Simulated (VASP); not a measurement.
Set up this calculation in VASP 6.6.1, as the native input.

```yaml
Task: single point
Functional: PBE
Potentials_or_basis: VASP PAW PBE potentials, release 64 (Cd, F)
Cutoff: 520 eV
k_mesh: 6 × 6 × 6
Occupations: methfessel-paxton, width 0.001 eV
Spin: no spin polarisation
Dipole_correction: no
Further_INCAR_settings: ALGO = Normal; EDIFF = 1e-06; NBANDS = 20
```

The structure of CdF2 lies in POSCAR:

```
CdF2
1.0
    0.0000000000      2.6941776810      2.6941776810
    2.6941776810      0.0000000000      2.6941776810
    2.6941776810      2.6941776810      0.0000000000
Cd F
1 2
Direct
    0.0000000000      0.0000000000      0.0000000000
    0.2500000000      0.2500000000      0.2500000000
    0.7500000000      0.7500000000      0.7500000000
```

One way to write it, as run:

INCAR

```
PREC     = Accurate       # precision mode
ENCUT    = 520            # plane-wave cutoff, eV
EDIFF    = 1E-6           # SCF threshold, eV
ISMEAR   = 1              # smearing method
SIGMA    = 0.001          # smearing width, eV
LREAL    = False          # projectors in reciprocal space
LASPH    = True           # aspherical terms in the spheres
NELM     = 60             # most SCF steps
ALGO     = Normal         # electronic algorithm
ISIF     = 2              # what is computed and relaxed
LWAVE    = False          # write WAVECAR
LCHARG   = False          # write CHGCAR
GGA      = PE             # functional
NBANDS   = 20             # bands
```

KPOINTS

```
regular mesh
0
Gamma
  6 6 6
```

Potentials or basis: VASP PAW PBE potentials, release 64 (Cd, F).

Launch:

```bash
$ cat potpaw_PBE.64/Cd/POTCAR potpaw_PBE.64/F/POTCAR > POTCAR
$ mpirun -np 1 vasp_std > vasp.out
```

It gave:

```yaml
Pressure: 6.2 GPa
Band_gap_on_the_k_mesh: 3.09 eV (least direct gap 3.57 eV)
```

Caveat: the cell stands under pressure.

Run time: 5.7 s on 1 thread of Intel(R) Xeon(R) 6975P-C (Granite Rapids), on a shared host, peak memory 0.16 GiB.
